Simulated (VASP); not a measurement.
# MoS2 (Cmcm) in VASP: a series of runs

The runs below take MoS2 through single point, with PBEsol.

Program: VASP 6.6.1. These are calculated values, not measurements. Logs are shortened: lines on timing, memory, paths and dates and some standing lists are left out, and cuts for length are marked.

### Step 1. The cell of the first run

The structure is orthorhombic, space group Cmcm (No. 63). The conventional cell has a = 3.141 Å, b = 5.360 Å, c = 12.579 Å, α = 90.00°, β = 90.00°, γ = 90.00°. Mo (site symmetry m2m) has 6 S at 2.37 to 2.39 Å and 6 Mo at 3.11 to 3.14 Å within 3.2 Å. S (site symmetry m) has 3 Mo at 2.37 to 2.39 Å and 7 S at 3.11 to 3.14 Å within 3.2 Å.

### Step 2. Single point, PBEsol (strain -0.0150 x Voigt [0, 1, 0, 0, 0, 0])

File INCAR:

```
SYSTEM = MoS2
PREC = Accurate ; ENCUT = 520
EDIFF = 1E-7 ; ISMEAR = 0
SIGMA = 0.05 ; LREAL = .False.
LASPH = .True. ; NELM = 100
ALGO = Normal ; ISIF = 2
LWAVE = .False. ; LCHARG = .False.
GGA = PS ; NBANDS = 35
```

File KPOINTS:

```
regular mesh
0
Gamma
  12 12 2
  0 0 0
```

File POSCAR:

```
MoS2
1.0
    3.1414322073      0.0000000000      0.0000000000
   -1.5707161036      2.6797516944      0.0000000000
    0.0000000000      0.0000000000     12.5788196111
Mo S
2 4
Direct
    0.3333333333      0.6666666667      0.2500000000
    0.6666666667      0.3333333333      0.7500000000
    0.3333333333      0.6666666667      0.6260538431
    0.6666666667      0.3333333333      0.1260538431
    0.3333333333      0.6666666667      0.8739461569
    0.6666666667      0.3333333333      0.3739461569
```

Potentials or basis: VASP PAW PBE potentials, release 64 (Mo_sv, S).

Run with:

```sh
> cat potpaw_PBE.64/Mo_sv/POTCAR potpaw_PBE.64/S/POTCAR > POTCAR
> mpirun -np 1 vasp_std > vasp.out
```

OUTCAR:

```text
SYSTEM = MoS2
   PREC = Accurate
   ENCUT = 520
   EDIFF = 1E-7
   ISMEAR = 0
   LREAL = .False.
   LASPH = .True.
   NELM = 100
   ISIF = 2
   GGA = PS

 ion  position               nearest neighbor table
   1  0.333  0.667  0.250-   4 2.37   6 2.37   4 2.39   6 2.39   4 2.39   6 2.39
   2  0.667  0.333  0.750-   3 2.37   5 2.37   3 2.39   5 2.39   3 2.39   5 2.39
   3  0.333  0.667  0.626-   2 2.37   2 2.39   2 2.39
   4  0.667  0.333  0.126-   1 2.37   1 2.39   1 2.39
   5  0.333  0.667  0.874-   2 2.37   2 2.39   2 2.39
   6  0.667  0.333  0.374-   1 2.37   1 2.39   1 2.39

  Warning from LATTYP: Monoclinic adjustment (A1->A3, A2->A1, A3->A2)!
  LATTYP: Found a base centered orthorhombic cell.
 ALAT       =     3.1414322073
 B/A-ratio  =     1.7060700455
 C/A-ratio  =     4.0041671381

  Lattice vectors:

 A1 = (   1.5707161036,  -2.6797516944,   0.0000000000)
 A2 = (   1.5707161037,   2.6797516944,   0.0000000000)
 A3 = (   0.0000000000,   0.0000000000,  12.5788196111)

Analysis of symmetry for initial positions (statically):
=====================================================================
 Subroutine PRICEL returns:
 Original cell was already a primitive cell.

 Routine SETGRP: Setting up the symmetry group for a
 base centered orthorhombic supercell.

 Subroutine GETGRP returns: Found  8 space group operations
 (whereof  4 operations were pure point group operations)
 out of a pool of  8 trial point group operations.

The static configuration has the point symmetry C_2h.
 The point group associated with its full space group is D_2h.

Analysis of symmetry for dynamics (positions and initial velocities):
=====================================================================
 Subroutine PRICEL returns:
 Original cell was already a primitive cell.

 Routine SETGRP: Setting up the symmetry group for a
 base centered orthorhombic supercell.

 Subroutine GETGRP returns: Found  8 space group operations
 (whereof  4 operations were pure point group operations)
 out of a pool of  8 trial point group operations.

The dynamic configuration has the point symmetry C_2h.
 The point group associated with its full space group is D_2h.

 Subroutine INISYM returns: Found  8 space group operations
 (whereof  4 operations are pure point group operations),
 and found     1 'primitive' translations

----------------------------------------------------------------------------------------

                                     Primitive cell

  volume of cell :     105.8918

  direct lattice vectors                    reciprocal lattice vectors
     3.141432207  0.000000000  0.000000000     0.318326144  0.186584451  0.000000000
    -1.570716104  2.679751694  0.000000000     0.000000000  0.373168903  0.000000000
     0.000000000  0.000000000 12.578819611     0.000000000  0.000000000  0.079498715

  length of vectors
     3.141432207  3.106158113 12.578819611     0.368978714  0.373168903  0.079498715

  position of ions in fractional coordinates (direct lattice)
     0.333333333  0.666666667  0.250000000
     0.666666667  0.333333333  0.750000000
     0.333333333  0.666666667  0.626053843
     0.666666667  0.333333333  0.126053843
     0.333333333  0.666666667  0.873946157
     0.666666667  0.333333333  0.373946157

  ion indices of the primitive-cell ions
   primitive index   ion index
                 1           1
                 2           2
                 3           3
                 4           4
                 5           5
                 6           6

----------------------------------------------------------------------------------------

 KPOINTS: regular mesh

Automatic generation of k-mesh.
 Grid dimensions read from file:
 generate k-points for:   12   12    2

 Generating k-lattice:

  Cartesian coordinates                     Fractional coordinates (reciprocal lattice)
     0.026527179  0.015548704  0.000000000     0.083333333  0.000000000  0.000000000
     0.000000000  0.031097409  0.000000000     0.000000000  0.083333333  0.000000000
     0.000000000  0.000000000  0.039749358     0.000000000  0.000000000  0.500000000

  Length of vectors
     0.030748226  0.031097409  0.039749358

  Shift w.r.t. Gamma in fractional coordinates (k-lattice)
     0.000000000  0.000000000  0.000000000

 Subroutine IBZKPT returns following result:
 ===========================================

 Found     86 irreducible k-points:

 Following reciprocal coordinates:
            Coordinates               Weight
  0.000000  0.000000  0.000000      1.000000
  0.083333 -0.000000  0.000000      4.000000
  0.166667  0.000000  0.000000      4.000000
  0.250000  0.000000  0.000000      4.000000
  0.333333 -0.000000  0.000000      4.000000
  0.416667  0.000000  0.000000      4.000000
[... 16 lines left out ...]
  0.333333  0.166667  0.000000      4.000000
  0.416667  0.166667  0.000000      4.000000
 [... further k-points ...]
[... 54 lines left out ...]
   NGX = 11   NGY = 11   NGZ = 47

 number of electron      52.0000003 magnetization

 Free energy of the ion-electron system (eV)
  ---------------------------------------------------
  ext. energy  EPLUGINS =         0.00000000
  ---------------------------------------------------
  free energy    TOTEN  =       -46.88431381 eV

  energy without entropy =      -46.88431381  energy(sigma->0) =      -46.88431381

 E-fermi :   7.7227     XC(G=0): -10.9969

 val. band max:        7.4068964644   @ k =   0.0000   0.0000   0.0000
 cond. band min:       8.4256979206   @ k =   0.1667   0.1667   0.0000
 fundamental gap:      1.0188014562
 Fermi energy:         7.7226774604

 k-point     1 :       0.0000    0.0000    0.0000
  band No.  band energies     occupation
      1     -53.8118      2.00000
      2     -53.8117      2.00000
      3     -28.0437      2.00000
      4     -28.0437      2.00000
      5     -27.7617      2.00000
      6     -27.7617      2.00000
[... 27 lines left out ...]
     34      10.2075      0.00000
     35      13.2673      0.00000

 k-point     2 :       0.0833   -0.0000    0.0000
  band No.  band energies     occupation
      1     -53.8085      2.00000
      2     -53.8085      2.00000
      3     -28.0374      2.00000
      4     -28.0374      2.00000
      5     -27.7898      2.00000
      6     -27.7898      2.00000
[... 27 lines left out ...]
     34      10.0660      0.00000
     35      13.8006      0.00000

 k-point     3 :       0.1667    0.0000    0.0000
  band No.  band energies     occupation
      1     -53.7995      2.00000
      2     -53.7995      2.00000
      3     -28.0202      2.00000
      4     -28.0201      2.00000
      5     -27.8744      2.00000
      6     -27.8744      2.00000
[... 27 lines left out ...]
     34      10.5220      0.00000
     35      14.7769      0.00000

 k-point     4 :       0.2500    0.0000    0.0000
  band No.  band energies     occupation
      1     -53.7873      2.00000
      2     -53.7873      2.00000
      3     -27.9965      2.00000
      4     -27.9965      2.00000
      5     -27.9902      2.00000
      6     -27.9902      2.00000
[... 27 lines left out ...]
     34      10.9988      0.00000
     35      15.0033      0.00000

 k-point     5 :       0.3333   -0.0000    0.0000
  band No.  band energies     occupation
      1     -53.7750      2.00000
      2     -53.7750      2.00000
      3     -28.1043      2.00000
      4     -28.1043      2.00000
      5     -27.9727      2.00000
      6     -27.9727      2.00000
[... 638 lines left out ...]
 k-point    22 :       0.2500    0.1667    0.0000
  band No.  band energies     occupation
      1     -53.7693      2.00000
      2     -53.7693      2.00000
      3     -28.1069      2.00000
      4     -28.1069      2.00000
      5     -27.9623      2.00000
      6     -27.9623      2.00000
[... 27 lines left out ...]
     34      11.9048      0.00000
     35      14.6800      0.00000

 k-point    23 :       0.3333    0.1667    0.0000
  band No.  band energies     occupation
      1     -53.7618      2.00000
      2     -53.7618      2.00000
      3     -28.1620      2.00000
      4     -28.1620      2.00000
      5     -27.9477      2.00000
      6     -27.9477      2.00000
[... 27 lines left out ...]
     34      11.9732      0.00000
     35      13.6641      0.00000

 k-point    24 :       0.4167    0.1667    0.0000
  band No.  band energies     occupation
      1     -53.7593      2.00000
      2     -53.7593      2.00000
      3     -28.1787      2.00000
      4     -28.1787      2.00000
      5     -27.9427      2.00000
      6     -27.9427      2.00000
[... 27 lines left out ...]
     34      11.9360      0.00000
     35      13.4208      0.00000

 [... further k-points ...]

------------------------ aborting loop because EDIFF is reached ----------------------------------------

  FORCE on cell =-STRESS in cart. coord.  units (eV):
  Direction    XX          YY          ZZ          XY          YZ          ZX
  --------------------------------------------------------------------------------------
  -------------------------------------------------------------------------------------
  Total        0.8270798      2.7672491      1.0094174      0.0000000     -0.0000000      0.0000000
  in kB       12.5139920     41.8693972     15.2728197      0.0000000     -0.0000000      0.0000000
  external PRESSURE =      23.2187363 kB  Pullay stress =       0.0000000 kB

 VOLUME and BASIS-vectors are now :
 -----------------------------------------------------------------------------
  energy-cutoff  :      520.00
  volume of cell :      105.89
      direct lattice vectors                 reciprocal lattice vectors
     3.141432207  0.000000000  0.000000000     0.318326144  0.186584451  0.000000000
    -1.570716104  2.679751694  0.000000000     0.000000000  0.373168903  0.000000000
     0.000000000  0.000000000 12.578819611     0.000000000  0.000000000  0.079498715

 POSITION                                       TOTAL-FORCE (eV/Angst)
 -----------------------------------------------------------------------------------
     -0.00000      1.78650      3.14470        -0.000000     -0.114380      0.000000
      1.57072      0.89325      9.43411         0.000000      0.114380      0.000000
     -0.00000      1.78650      7.87502        -0.000000     -0.057820     -0.161416
      1.57072      0.89325      1.58561         0.000000      0.057820     -0.161416
     -0.00000      1.78650     10.99321        -0.000000     -0.057820      0.161416
      1.57072      0.89325      4.70380         0.000000      0.057820      0.161416
 -----------------------------------------------------------------------------------
    total drift:                                0.000000     -0.000000      0.000000

  FREE ENERGIE OF THE ION-ELECTRON SYSTEM (eV)
  ---------------------------------------------------
  free  energy   TOTEN  =       -46.8843138142 eV

  energy  without entropy=      -46.8843138142  energy(sigma->0) =      -46.88431381
```

It took 2.8 min on 1 thread of Intel Xeon 6975P-C (Granite Rapids), shared host; peak memory 0.39 GiB.

Results:

```
Free energy            : -46.8843 eV
Pressure               : 2.3 GPa
Largest force          : 0.171 eV/Å
Band gap on the k mesh : 1.02 eV (least direct gap 1.82 eV)
```

Forces in eV/Å, atoms in the order of the input:
```
Mo   0.000 -0.114  0.000
Mo   0.000  0.114  0.000
S    0.000 -0.058 -0.161
S    0.000  0.058 -0.161
S    0.000 -0.058  0.161
S    0.000  0.058  0.161
```

Caveat: the cell differs from its parent crystal (strain -0.0150 x Voigt [0, 1, 0, 0, 0, 0]); the PAW data sets were made with another functional, which shifts forces and pressure a little; this functional lacks dispersion, which binds layers or chains, so the pressure and a relaxed spacing across them are unreliable. A k mesh can miss the band edges.

### Step 3. Single point, PBEsol (strain +0.0150 x Voigt [0, 1, 0, 0, 0, 0])

File INCAR:

```
ALGO = Normal
EDIFF = 1E-6
ENCUT = 520
GGA = PS
ISIF = 2
ISMEAR = 0
LASPH = True
LCHARG = False
LREAL = False
LWAVE = False
NBANDS = 35
NELM = 60
PREC = Accurate
SIGMA = 0.05
```

File KPOINTS:

```
k-points
0
Gamma
  12 12 2
```

POSCAR: that of step 2 with these lines changed.

```diff
@@ -3,3 +3,3 @@
     3.1414322073      0.0000000000      0.0000000000
-   -1.5707161036      2.6797516944      0.0000000000
+   -1.5707161036      2.7613684972      0.0000000000
     0.0000000000      0.0000000000     12.5788196111
```

Potentials or basis: VASP PAW PBE potentials, release 64 (Mo_sv, S).

Run with:

```sh
> cat potpaw_PBE.64/Mo_sv/POTCAR potpaw_PBE.64/S/POTCAR > POTCAR
> mpirun -np 1 vasp_std > vasp.out
```

Run time: 2.5 min. Hardware: 1 thread of Intel Xeon 6975P-C (Granite Rapids), shared host; peak memory 0.39 GiB.

The run converged. Its results:

```yaml
Free_energy: -46.8869 eV
Pressure: -2.1 GPa
Largest_force: 0.159 eV/Å
Band_gap_on_the_k_mesh: 0.98 eV (least direct gap 1.67 eV)
```

Forces on the atoms (eV/Å):
```
Mo   0.000  0.090  0.000
Mo   0.000 -0.090  0.000
S    0.000  0.045  0.152
S    0.000 -0.045  0.152
S    0.000  0.045 -0.152
S    0.000 -0.045 -0.152
```

Stress tensor (GPa, compression positive):
```
-1.17  0.00  0.00
 0.00 -3.79  0.00
 0.00  0.00 -1.48
```

Levels at points of the mesh, in eV from the valence-band top:
```tsv
k point	band 24	band 25	band 26	band 27	band 28	band 29
(0.00, 0.00, 0.00)	-1.28	-1.08	0.00	2.13	2.15	2.26
(0.50, 0.00, 0.00)	-1.52	-1.31	-1.21	1.69	1.72	2.11
(0.00, 0.50, 0.00)	-1.39	-1.37	-1.28	1.69	1.73	2.09
(0.00, 0.00, 0.50)	-2.07	-0.28	-0.28	2.14	2.14	2.27
(0.50, 0.00, 0.50)	-1.60	-1.26	-1.26	1.70	1.70	2.24
(0.00, 0.50, 0.50)	-1.46	-1.32	-1.32	1.71	1.71	2.21
```

Caveat: the cell differs from its parent crystal (strain +0.0150 x Voigt [0, 1, 0, 0, 0, 0]); the PAW data sets were made with another functional, which shifts forces and pressure a little; this functional lacks dispersion, which binds layers or chains, so the pressure and a relaxed spacing across them are unreliable. A k mesh can miss the band edges.

### Step 4. Single point, PBEsol (strain +0.0300 x Voigt [0, 1, 0, 0, 0, 0])

File INCAR:

```
PREC = Accurate ; ENCUT = 520
EDIFF = 1E-7 ; ISMEAR = 0
SIGMA = 0.05 ; LREAL = False
LASPH = True ; NELM = 80
ALGO = Normal ; ISIF = 2
LWAVE = False ; LCHARG = False
GGA = PS ; NBANDS = 35
```

File KPOINTS:

```
Automatic mesh
0
Gamma
  12 12 2
```

POSCAR: that of step 3 with these lines changed.

```diff
@@ -3,3 +3,3 @@
     3.1414322073      0.0000000000      0.0000000000
-   -1.5707161036      2.7613684972      0.0000000000
+   -1.5707161036      2.8021768987      0.0000000000
     0.0000000000      0.0000000000     12.5788196111
```

Run with:

```sh
> cat potpaw_PBE.64/Mo_sv/POTCAR potpaw_PBE.64/S/POTCAR > POTCAR
> mpirun -np 1 vasp_std > vasp.out
```

Run time: 4.1 min. Hardware: 1 thread of Intel Xeon 6975P-C (Granite Rapids), shared host; peak memory 0.39 GiB.

It converged, with:

| Item | Value |
| --- | --- |
| Free energy | -46.8322 eV |
| Pressure | -4.1 GPa |
| Largest force | 0.306 eV/Å |
| Band gap on the k mesh | 0.96 eV (least direct gap 1.60 eV) |

Forces on the atoms (eV/Å):
```
Mo   0.000  0.156  0.000
Mo   0.000 -0.156  0.000
S    0.000  0.079  0.296
S    0.000 -0.079  0.296
S    0.000  0.079 -0.296
S    0.000 -0.079 -0.296
```

Stress tensor (GPa, compression positive):
```
-2.23  0.00  0.00
 0.00 -7.16  0.00
 0.00  0.00 -2.76
```

Levels at points of the mesh, in eV from the valence-band top:
| k point | band 24 | band 25 | band 26 | band 27 | band 28 | band 29 |
| --- | --- | --- | --- | --- | --- | --- |
| (0.00, 0.00, 0.00) | -1.25 | -1.04 | 0.00 | 1.99 | 2.00 | 2.21 |
| (0.50, 0.00, 0.00) | -1.63 | -1.30 | -1.19 | 1.57 | 1.59 | 2.05 |
| (0.00, 0.50, 0.00) | -1.42 | -1.37 | -1.32 | 1.59 | 1.63 | 1.99 |
| (0.00, 0.00, 0.50) | -2.08 | -0.26 | -0.26 | 1.99 | 1.99 | 2.25 |
| (0.50, 0.00, 0.50) | -1.70 | -1.24 | -1.24 | 1.58 | 1.58 | 2.17 |
| (0.00, 0.50, 0.50) | -1.44 | -1.36 | -1.36 | 1.61 | 1.61 | 2.08 |

Caveat: the cell differs from its parent crystal (strain +0.0300 x Voigt [0, 1, 0, 0, 0, 0]); the cell stands under tension; the PAW data sets were made with another functional, which shifts forces and pressure a little; this functional lacks dispersion, which binds layers or chains, so the pressure and a relaxed spacing across them are unreliable.

### Step 5. Single point, PBEsol (strain +0.0450 x Voigt [0, 1, 0, 0, 0, 0])

File INCAR:

```
PREC = Accurate
ENCUT = 520
EDIFF = 1E-6
ISMEAR = 0
SIGMA = 0.05
LREAL = F
LASPH = T
NELM = 80
ALGO = Normal
ISIF = 2
LWAVE = F
LCHARG = F
GGA = PS
NBANDS = 35
```

File KPOINTS:

```
regular mesh
0
Gamma
  12 12 2
```

POSCAR: that of step 4 with these lines changed.

```diff
@@ -3,3 +3,3 @@
     3.1414322073      0.0000000000      0.0000000000
-   -1.5707161036      2.8021768987      0.0000000000
+   -1.5707161036      2.8429853001      0.0000000000
     0.0000000000      0.0000000000     12.5788196111
```

Run with:

```sh
> cat potpaw_PBE.64/Mo_sv/POTCAR potpaw_PBE.64/S/POTCAR > POTCAR
> mpirun -np 1 vasp_std > vasp.out
```

Wall time 8.2 min (1 thread of Oxide Virtual Turin-like, shared host); peak memory 0.36 GiB.

It converged, with:

- Free energy: -46.7453 eV
- Pressure: -5.8 GPa
- Largest force: 0.443 eV/Å
- Band gap on the k mesh: 0.93 eV (least direct gap 1.53 eV)

Forces on the atoms (eV/Å):
```
Mo   0.000  0.201  0.000
Mo   0.000 -0.201  0.000
S    0.000  0.102  0.431
S    0.000 -0.102  0.431
S    0.000  0.102 -0.431
S    0.000 -0.102 -0.431
```

Stress tensor (GPa, compression positive):
```
 -3.22   0.00   0.00
  0.00 -10.21   0.00
  0.00   0.00  -3.98
```

Levels at points of the mesh, in eV from the valence-band top:
```
           k point  band 23  band 24  band 25  band 26  band 27  band 28  band 29  band 30
(0.00, 0.00, 0.00)    -2.07    -1.21    -0.99     0.00     1.86     1.87     2.08     2.23
(0.50, 0.00, 0.00)    -1.87    -1.72    -1.29    -1.17     1.45     1.47     2.00     2.22
(0.00, 0.50, 0.00)    -1.48    -1.46    -1.35    -1.35     1.51     1.56     1.88     2.04
(0.00, 0.00, 0.50)    -2.08    -2.08    -0.25    -0.25     1.86     1.86     2.16     2.16
(0.50, 0.00, 0.50)    -1.80    -1.80    -1.22    -1.22     1.46     1.46     2.12     2.12
(0.00, 0.50, 0.50)    -1.42    -1.42    -1.40    -1.40     1.53     1.53     1.97     1.97
```

Caveat: the cell differs from its parent crystal (strain +0.0450 x Voigt [0, 1, 0, 0, 0, 0]); the stress differs along the axes, from -10 to -3 GPa; the PAW data sets were made with another functional, which shifts forces and pressure a little; this functional lacks dispersion, which binds layers or chains, so the pressure and a relaxed spacing across them are unreliable. A k mesh can miss the band edges.

### Step 6. The runs side by side

```tsv
cell	gap on the mesh (eV)	pressure (GPa)	largest force (eV/Å)
a = 3.141, b = 3.106, c = 12.579 Å, angles 90.0, 90.0, 120.4°, 6 atoms	1.02	2.3	0.17
a = 3.141, b = 3.177, c = 12.579 Å, angles 90.0, 90.0, 119.6°, 6 atoms	0.98	-2.1	0.16
a = 3.141, b = 3.212, c = 12.579 Å, angles 90.0, 90.0, 119.3°, 6 atoms	0.96	-4.1	0.31
a = 3.141, b = 3.248, c = 12.579 Å, angles 90.0, 90.0, 118.9°, 6 atoms	0.93	-5.8	0.44
```

Alike in all rows: task single point; level PBEsol; potentials or basis VASP PAW PBE potentials, release 64 (Mo_sv, S); no spin polarisation; k mesh 12 × 12 × 2; cutoff (eV) 520; smearing gaussian 0.05 eV.

Caveats: the PAW data sets were made with another functional, which shifts forces and pressure a little; this functional lacks dispersion, which binds layers or chains, so the pressure and a relaxed spacing across them are unreliable; the cell stands under tension (at least some runs); the stress differs along the axes, from -10 to -3 GPa (at least some runs).

Total energies depend on the potentials used, so only differences within one code and one set of settings carry meaning.
